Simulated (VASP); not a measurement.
# CdS (F-43m) in VASP: a series of runs

The runs below take CdS through single point, with BHLYP.

All numbers are computed with VASP 6.6.1; they aren't measurements. Logs are shortened: lines on timing, memory, paths and dates and some standing lists are left out, and cuts for length are marked.

**1. The cell of the first run**

It takes space group F-43m (No. 216, cubic). The conventional cell has a = 5.910 Å, b = 5.910 Å, c = 5.910 Å, α = 90.00°, β = 90.00°, γ = 90.00°. Within 3.4 Å of Cd (site symmetry -43m) lie 4 S at 2.56 Å. S (site symmetry -43m) has 4 Cd at 2.56 Å within 3.4 Å.

**2. Single point, BHLYP**

File POSCAR:

```
CdS
1.0
    0.0000000000      2.9548794012      2.9548794012
    2.9548794012      0.0000000000      2.9548794012
    2.9548794012      2.9548794012      0.0000000000
Cd S
1 1
Direct
    0.0000000000      0.0000000000      0.0000000000
    0.7500000000      0.7500000000      0.7500000000
```

File INCAR.step1:

```
PREC = Accurate
ENCUT = 520
EDIFF = 1E-5
ISMEAR = -1
SIGMA = 0.05
LREAL = F
LASPH = T
NELM = 60
ALGO = Normal
ISIF = 2
LWAVE = T
LCHARG = F
GGA = PE
NBANDS = 16
```

File INCAR.step2:

```
PREC = Accurate
ENCUT = 520
EDIFF = 1E-6
ISMEAR = -1
SIGMA = 0.05
LREAL = F
LASPH = T
NELM = 60
ALGO = Normal
ISIF = 2
LWAVE = F
LCHARG = F
GGA = B5
LHFCALC = T
AEXX = 0.5
ALDAX = 0.5
AGGAX = 0.5
AGGAC = 1.0
ALDAC = 0.0
PRECFOCK = Normal
ISTART = 1
NBANDS = 16
```

File KPOINTS:

```
regular mesh
0
Gamma
  4 4 4
```

Potentials or basis: VASP PAW PBE potentials, release 64 (Cd, S).

Started as:

```console
$ cat potpaw_PBE.64/Cd/POTCAR potpaw_PBE.64/S/POTCAR > POTCAR
$ cp INCAR.step1 INCAR
$ mpirun -np 1 vasp_std > vasp.out
$ cp INCAR.step2 INCAR
$ mpirun -np 1 vasp_std > vasp.out
```

OUTCAR:

```text
PREC = Accurate
   ENCUT = 520
   EDIFF = 1E-6
   ISMEAR = -1
   LREAL = F
   LASPH = T
   NELM = 60
   ISIF = 2
   GGA = B5
   LHFCALC = T
   AEXX = 0.5
   PRECFOCK = Normal
   ISTART = 1

 ion  position               nearest neighbor table
   1  0.000  0.000  0.000-   2 2.56   2 2.56   2 2.56   2 2.56
   2  0.750  0.750  0.750-   1 2.56   1 2.56   1 2.56   1 2.56

  LATTYP: Found a face centered cubic cell.
 ALAT       =     5.9097588024

  Lattice vectors:

 A1 = (   0.0000000000,   2.9548794012,   2.9548794012)
 A2 = (   2.9548794012,   0.0000000000,   2.9548794012)
 A3 = (   2.9548794012,   2.9548794012,   0.0000000000)

Analysis of symmetry for initial positions (statically):
=====================================================================
 Subroutine PRICEL returns:
 Original cell was already a primitive cell.

 Routine SETGRP: Setting up the symmetry group for a
 face centered cubic supercell.

 Subroutine GETGRP returns: Found 24 space group operations
 (whereof 24 operations were pure point group operations)
 out of a pool of 48 trial point group operations.

The static configuration has the point symmetry T_d .

Analysis of symmetry for dynamics (positions and initial velocities):
=====================================================================
 Subroutine PRICEL returns:
 Original cell was already a primitive cell.

 Routine SETGRP: Setting up the symmetry group for a
 face centered cubic supercell.

 Subroutine GETGRP returns: Found 24 space group operations
 (whereof 24 operations were pure point group operations)
 out of a pool of 48 trial point group operations.

The dynamic configuration has the point symmetry T_d .

 Subroutine INISYM returns: Found 24 space group operations
 (whereof 24 operations are pure point group operations),
 and found     1 'primitive' translations

----------------------------------------------------------------------------------------

                                     Primitive cell

  volume of cell :      51.5999

  direct lattice vectors                    reciprocal lattice vectors
     0.000000000  2.954879401  2.954879401    -0.169211644  0.169211644  0.169211644
     2.954879401  0.000000000  2.954879401     0.169211644 -0.169211644  0.169211644
     2.954879401  2.954879401  0.000000000     0.169211644  0.169211644 -0.169211644

  length of vectors
     4.178830524  4.178830524  4.178830524     0.293083164  0.293083164  0.293083164

  position of ions in fractional coordinates (direct lattice)
     0.000000000  0.000000000  0.000000000
     0.750000000  0.750000000  0.750000000

  ion indices of the primitive-cell ions
   primitive index   ion index
                 1           1
                 2           2

----------------------------------------------------------------------------------------

 KPOINTS: regular mesh

Automatic generation of k-mesh.
 Grid dimensions read from file:
 generate k-points for:    4    4    4

 Generating k-lattice:

  Cartesian coordinates                     Fractional coordinates (reciprocal lattice)
    -0.042302911  0.042302911  0.042302911     0.250000000  0.000000000  0.000000000
     0.042302911 -0.042302911  0.042302911     0.000000000  0.250000000  0.000000000
     0.042302911  0.042302911 -0.042302911     0.000000000  0.000000000  0.250000000

  Length of vectors
     0.073270791  0.073270791  0.073270791

  Shift w.r.t. Gamma in fractional coordinates (k-lattice)
     0.000000000  0.000000000  0.000000000

 Subroutine IBZKPT returns following result:
 ===========================================

 Found      8 irreducible k-points:

 Following reciprocal coordinates:
            Coordinates               Weight
  0.000000  0.000000  0.000000      1.000000
  0.250000  0.000000  0.000000      8.000000
  0.500000  0.000000  0.000000      4.000000
  0.250000  0.250000  0.000000      6.000000
  0.500000  0.250000  0.000000     24.000000
 -0.250000  0.250000  0.000000     12.000000
  0.500000  0.500000  0.000000      3.000000
 -0.250000  0.500000  0.250000      6.000000
   k-points           NKPTS =      8   k-points in BZ     NKDIM =     64   number of bands    NBANDS=     16
   number of dos      NEDOS =    301   number of ions     NIONS =      2
   total plane-waves  NPLWV =  32768
   dimension x,y,z NGX =    32 NGY =   32 NGZ =   32
   dimension x,y,z NGXF=    64 NGYF=   64 NGZF=   64
   ions per type =               1   1
   NGX,Y,Z   is equivalent  to a cutoff of  12.73, 12.73, 12.73 a.u.
   NGXF,Y,Z  is equivalent  to a cutoff of  25.46, 25.46, 25.46 a.u.
 SYSTEM =  unknown system
   PREC   = accura    normal or accurate (medium, high low for compatibility)
   ISTART =      1    job   : 0-new  1-cont  2-samecut
   ICHARG =      0    charge: 1-file 2-atom 10-const
   ISPIN  =      1    spin polarized calculation?
   LNONCOLLINEAR =      F non collinear calculations
   LSORBIT =      F    spin-orbit coupling
   LASPH  =      T    aspherical Exc in radial PAW
   ENCUT  =  520.0 eV  38.22 Ry    6.18 a.u.   7.77  7.77  7.77*2*pi/ulx,y,z
   NELM   =     60;   NELMIN=  2; NELMDL=  0     # of ELM steps
   EDIFF  = 0.1E-05   stopping-criterion for ELM
   LREAL  =      F    real-space projection
   EDIFFG = 0.1E-04   stopping-criterion for IOM
   NSW    =      0    number of steps for IOM
   IBRION =     -1    ionic relax: 0-MD 1-quasi-New 2-CG
   NFREE  =      0    steps in history (QN), initial steepest desc. (CG)
   ISIF   =      2    stress and relaxation
   ISYM   =      3    0-nonsym 1-usesym 2-fastsym
   POTIM  = 0.5000    time-step for ionic-motion
   TEBEG  =    0.0;   TEEND  =   0.0 temperature during run
   PSTRESS=    0.0 pullay stress
   NELECT =      18.0000    total number of electrons
   NUPDOWN=      -1.0000    fix difference up-down
   EMIN   =  10.00;   EMAX   =-10.00  energy-range for DOS
   EFERMI =   0.00;   METHOD = LEGACY
   ISMEAR =    -1;   SIGMA  =   0.05  broadening in eV -4-tet -1-fermi 0-gaus
   EFERMI_NEDOS =   21; number of points for ismear=-14 and -15
   IALGO  =     38    algorithm
   IMIX   =      1    mixing-type and parameters
     AMIX     =   0.40;   BMIX     =  1.00
     AMIX_MAG =   1.60;   BMIX_MAG =  1.00
  volume/ion in A,a.u.               =      25.80       174.11
  Fermi-wavevector in a.u.,A,eV,Ry     =   1.152434  2.177784 18.069941  1.328103
  Thomas-Fermi vector in A             =   2.289085
   LORBIT       =      0    0 simple, 1 ext, 2 COOP (PROOUT), +10 PAW based schemes
   GGA     = B5    functional components
   LHFCALC =     T    Hartree Fock is set to
   PRECFOCK=normal    Normal, Fast or Accurate (Low or Medium for compatibility)
   ENCUT4O =  -1.0   cutoff for four orbital integrals eV
   NKREDX  =     1    reduce k-point grid by
   NKREDY  =     1    reduce k-point grid by
   NKREDZ  =     1    reduce k-point grid by
   AEXX    =    0.5000 exact exchange contribution
   HFSCREEN=    0.0000 screening length (either q_TF or 0.3 A-1)
   HFSCREENC=   0.0000 screening length for correlation (either q_TF or 0.3 A-1)
   ENCUTFOCK=  -1.0 apply spherical cutoff to Coloumb kernel
   IVDW    =     0    specifies the selected vdW correction
   LEPSILON=     F    determine dielectric tensor
   LRPA    =     F    only Hartree local field effects (RPA)
 non-spin polarized calculation
  energy-cutoff  :      520.00
  volume of cell :       51.60
 maximum number of plane-waves:      1411
  NGX = 24; NGY = 24; NGZ = 24

 number of electron      18.0000003 magnetization

 Free energy of the ion-electron system (eV)
  ---------------------------------------------------
  ext. energy  EPLUGINS =         0.00000000
  ---------------------------------------------------
  free energy    TOTEN  =        -9.48027848 eV

  energy without entropy =       -9.48027848  energy(sigma->0) =       -9.48027848

 E-fermi :   0.3841     XC(G=0):  -4.7481

 val. band max:       -0.7572967275   @ k =   0.0000   0.0000   0.0000
 cond. band min:       3.8239231299   @ k =   0.0000   0.0000   0.0000
 fundamental gap:      4.5812198574
 Fermi energy:         0.3840979867

 k-point     1 :       0.0000    0.0000    0.0000
  band No.  band energies     occupation
      1     -15.2970      2.00000
      2     -10.7141      2.00000
      3     -10.7141      2.00000
      4     -10.7141      2.00000
      5     -10.2798      2.00000
      6     -10.2798      2.00000
[... 8 lines left out ...]
     15      14.9284      0.00000
     16      14.9284      0.00000

 k-point     2 :       0.2500    0.0000    0.0000
  band No.  band energies     occupation
      1     -15.0766      2.00000
      2     -10.6507      2.00000
      3     -10.6507      2.00000
      4     -10.4300      2.00000
      5     -10.2775      2.00000
      6     -10.2775      2.00000
[... 8 lines left out ...]
     15      13.9145      0.00000
     16      14.3626      0.00000

 k-point     3 :       0.5000    0.0000    0.0000
  band No.  band energies     occupation
      1     -14.8630      2.00000
      2     -10.6046      2.00000
      3     -10.6046      2.00000
      4     -10.2535      2.00000
      5     -10.2535      2.00000
      6      -9.8691      2.00000
[... 8 lines left out ...]
     15      16.1932      0.00000
     16      16.1932      0.00000

 k-point     4 :       0.2500    0.2500    0.0000
  band No.  band energies     occupation
      1     -15.0058      2.00000
      2     -10.5744      2.00000
      3     -10.5744      2.00000
      4     -10.4874      2.00000
      5     -10.2745      2.00000
      6     -10.2460      2.00000
[... 8 lines left out ...]
     15      15.4088      0.00000
     16      18.0196      0.00000

 k-point     5 :       0.5000    0.2500    0.0000
  band No.  band energies     occupation
      1     -14.7987      2.00000
      2     -10.5486      2.00000
      3     -10.5062      2.00000
      4     -10.3518      2.00000
      5     -10.2404      2.00000
      6      -9.8130      2.00000
[... 8 lines left out ...]
     15      16.3585      0.00000
     16      17.2524      0.00000

 k-point     6 :      -0.2500    0.2500    0.0000
  band No.  band energies     occupation
      1     -14.8661      2.00000
      2     -10.5746      2.00000
      3     -10.5692      2.00000
      4     -10.2920      2.00000
      5     -10.2908      2.00000
      6      -9.9637      2.00000
[... 8 lines left out ...]
     15      15.7057      0.00000
     16      17.0776      0.00000

 k-point     7 :       0.5000    0.5000    0.0000
  band No.  band energies     occupation
      1     -14.7322      2.00000
      2     -10.4721      2.00000
      3     -10.4148      2.00000
      4     -10.4148      2.00000
      5     -10.2117      2.00000
      6      -9.7678      2.00000
[... 8 lines left out ...]
     15      16.0765      0.00000
     16      17.1488      0.00000

 k-point     8 :      -0.2500    0.5000    0.2500
  band No.  band energies     occupation
      1     -14.7347      2.00000
      2     -10.5019      2.00000
      3     -10.4864      2.00000
      4     -10.3243      2.00000
      5     -10.2705      2.00000
      6      -9.6147      2.00000
[... 8 lines left out ...]
     15      16.5196      0.00000
     16      17.1101      0.00000

------------------------ aborting loop because EDIFF is reached ----------------------------------------

  FORCE on cell =-STRESS in cart. coord.  units (eV):
  Direction    XX          YY          ZZ          XY          YZ          ZX
  --------------------------------------------------------------------------------------
  -------------------------------------------------------------------------------------
  Total        0.2879792      0.2879792      0.2879792     -0.0000000     -0.0000000     -0.0000000
  in kB        8.9417475      8.9417475      8.9417475     -0.0000000     -0.0000000     -0.0000000
  external PRESSURE =       8.9417475 kB  Pullay stress =       0.0000000 kB

 VOLUME and BASIS-vectors are now :
 -----------------------------------------------------------------------------
  energy-cutoff  :      520.00
  volume of cell :       51.60
      direct lattice vectors                 reciprocal lattice vectors
     0.000000000  2.954879401  2.954879401    -0.169211644  0.169211644  0.169211644
     2.954879401  0.000000000  2.954879401     0.169211644 -0.169211644  0.169211644
     2.954879401  2.954879401  0.000000000     0.169211644  0.169211644 -0.169211644

 POSITION                                       TOTAL-FORCE (eV/Angst)
 -----------------------------------------------------------------------------------
      0.00000      0.00000      0.00000        -0.000000     -0.000000     -0.000000
      4.43232      4.43232      4.43232         0.000000      0.000000      0.000000
 -----------------------------------------------------------------------------------
    total drift:                               -0.000089     -0.000068     -0.000050

  FREE ENERGIE OF THE ION-ELECTRON SYSTEM (eV)
  ---------------------------------------------------
  free  energy   TOTEN  =        -9.4802784795 eV

  energy  without entropy=       -9.4802784795  energy(sigma->0) =       -9.48027848
```

Wall time 11 min (1 thread of Intel Xeon 8259CL, shared host); peak memory 0.18 GiB.

Results:

```yaml
Free_energy: -9.4803 eV
Pressure: 0.9 GPa
Band_gap_on_the_k_mesh: 4.58 eV
```

Caveat: the k points lie up to 0.46 Å⁻¹ apart; the PAW data sets were made with another functional, which shifts forces and pressure a little.

**3. Single point, BHLYP**

This run uses another cell than the first one, of 26.30 Å³/atom.

File POSCAR:

```
CdS
1.0
    0.0000000000      2.9737007966      2.9737007966
    2.9737007966      0.0000000000      2.9737007966
    2.9737007966      2.9737007966      0.0000000000
Cd S
1 1
Direct
    0.0000000000      0.0000000000      0.0000000000
    0.7500000000      0.7500000000      0.7500000000
```

File INCAR.step1:

```
SYSTEM = CdS
PREC     = Accurate       ! precision mode
ENCUT    = 520            ! plane-wave cutoff, eV
EDIFF    = 1E-5           ! SCF threshold, eV
ISMEAR   = -1             ! smearing method
SIGMA    = 0.05           ! smearing width, eV
LREAL    = .FALSE.        ! projectors in reciprocal space
LASPH    = .TRUE.         ! aspherical terms in the spheres
NELM     = 60             ! most SCF steps
ALGO     = Normal         ! electronic algorithm
ISIF     = 2              ! what is computed and relaxed
LWAVE    = .TRUE.         ! write WAVECAR
LCHARG   = .FALSE.        ! write CHGCAR
GGA      = PE             ! functional
NBANDS   = 16             ! bands
```

File INCAR.step2:

```
SYSTEM = CdS
PREC     = Accurate       ! precision mode
ENCUT    = 520            ! plane-wave cutoff, eV
EDIFF    = 1E-6           ! SCF threshold, eV
ISMEAR   = -1             ! smearing method
SIGMA    = 0.05           ! smearing width, eV
LREAL    = .FALSE.        ! projectors in reciprocal space
LASPH    = .TRUE.         ! aspherical terms in the spheres
NELM     = 60             ! most SCF steps
ALGO     = Normal         ! electronic algorithm
ISIF     = 2              ! what is computed and relaxed
LWAVE    = .FALSE.        ! write WAVECAR
LCHARG   = .FALSE.        ! write CHGCAR
GGA      = B5             ! functional
LHFCALC  = .TRUE.         ! exact exchange
AEXX     = 0.5            ! exact-exchange fraction
ALDAX    = 0.5          
AGGAX    = 0.5          
AGGAC    = 1.0          
ALDAC    = 0.0          
PRECFOCK = Normal       
ISTART   = 1            
NBANDS   = 16             ! bands
```

File KPOINTS:

```
Automatic mesh
0
G
  4 4 4
  0 0 0
```

Potentials or basis: VASP PAW PBE potentials, release 64 (Cd, S).

Started as:

```console
$ cat potpaw_PBE.64/Cd/POTCAR potpaw_PBE.64/S/POTCAR > POTCAR
$ cp INCAR.step1 INCAR
$ mpirun -np 1 vasp_std > vasp.out
$ cp INCAR.step2 INCAR
$ mpirun -np 1 vasp_std > vasp.out
```

OUTCAR:

```text
SYSTEM = CdS
   PREC = Accurate
   ENCUT = 520
   EDIFF = 1E-6
   ISMEAR = -1
   LREAL = .FALSE.
   LASPH = .TRUE.
   NELM = 60
   ISIF = 2
   GGA = B5
   LHFCALC = .TRUE.
   AEXX = 0.5
   PRECFOCK = Normal
   ISTART = 1

 ion  position               nearest neighbor table
   1  0.000  0.000  0.000-   2 2.58   2 2.58   2 2.58   2 2.58
   2  0.750  0.750  0.750-   1 2.58   1 2.58   1 2.58   1 2.58

  LATTYP: Found a face centered cubic cell.
 ALAT       =     5.9474015932

[... 328 lines left out ...]

------------------------ aborting loop because EDIFF is reached ----------------------------------------

  FORCE on cell =-STRESS in cart. coord.  units (eV):
  Direction    XX          YY          ZZ          XY          YZ          ZX
  --------------------------------------------------------------------------------------
  -------------------------------------------------------------------------------------
  Total       -0.0934469     -0.0934469     -0.0934469     -0.0000000      0.0000000     -0.0000000
  in kB       -2.8467780     -2.8467780     -2.8467780     -0.0000000      0.0000000     -0.0000000
  external PRESSURE =      -2.8467780 kB  Pullay stress =       0.0000000 kB

 VOLUME and BASIS-vectors are now :
 -----------------------------------------------------------------------------
  energy-cutoff  :      520.00
  volume of cell :       52.59
      direct lattice vectors                 reciprocal lattice vectors
     0.000000000  2.973700797  2.973700797    -0.168140655  0.168140655  0.168140655
     2.973700797  0.000000000  2.973700797     0.168140655 -0.168140655  0.168140655
     2.973700797  2.973700797  0.000000000     0.168140655  0.168140655 -0.168140655

 POSITION                                       TOTAL-FORCE (eV/Angst)
 -----------------------------------------------------------------------------------
      0.00000      0.00000      0.00000         0.000000      0.000000      0.000000
      4.46055      4.46055      4.46055        -0.000000     -0.000000     -0.000000
 -----------------------------------------------------------------------------------
    total drift:                               -0.000086     -0.000067     -0.000050

  FREE ENERGIE OF THE ION-ELECTRON SYSTEM (eV)
  ---------------------------------------------------
  free  energy   TOTEN  =        -9.4825713151 eV

  energy  without entropy=       -9.4825713150  energy(sigma->0) =       -9.48257132
```

OSZICAR.step1:

```text
N       E                     dE             d eps       ncg     rms          rms(c)
DAV:   1     0.110319829659E+03    0.11032E+03   -0.89298E+03   264   0.102E+03
DAV:   2    -0.237961066000E+01   -0.11270E+03   -0.10640E+03   328   0.250E+02
DAV:   3    -0.665872594771E+01   -0.42791E+01   -0.42738E+01   320   0.518E+01
DAV:   4    -0.668658424948E+01   -0.27858E-01   -0.27857E-01   336   0.405E+00
DAV:   5    -0.668698063572E+01   -0.39639E-03   -0.39639E-03   304   0.446E-01    0.716E+00
DAV:   6    -0.613506228178E+01    0.55192E+00   -0.87496E-01   376   0.112E+01    0.591E+00
DAV:   7    -0.611597849677E+01    0.19084E-01   -0.18954E-01   312   0.297E+00    0.295E+00
DAV:   8    -0.611639926133E+01   -0.42076E-03   -0.17282E-02   280   0.161E+00    0.270E-01
DAV:   9    -0.611638662333E+01    0.12638E-04   -0.20885E-03   312   0.633E-01    0.639E-02
DAV:  10    -0.611654054236E+01   -0.15392E-03   -0.26094E-04   264   0.159E-01    0.758E-02
DAV:  11    -0.611664106753E+01   -0.10053E-03   -0.17296E-04   272   0.983E-02    0.299E-02
DAV:  12    -0.611663171026E+01    0.93573E-05   -0.25948E-05   280   0.632E-02
   1 F= -.61166317E+01 E0= -.61166304E+01  d E =-.253675E-05
```

Wall time 12 min (1 thread of Intel Xeon 8259CL, shared host); peak memory 0.19 GiB.

What came out:

| Item | Value |
| --- | --- |
| Free energy | -9.4826 eV |
| Pressure | -0.3 GPa |
| Band gap on the k mesh | 4.52 eV |

Caveat: the k points lie up to 0.46 Å⁻¹ apart; the PAW data sets were made with another functional, which shifts forces and pressure a little.
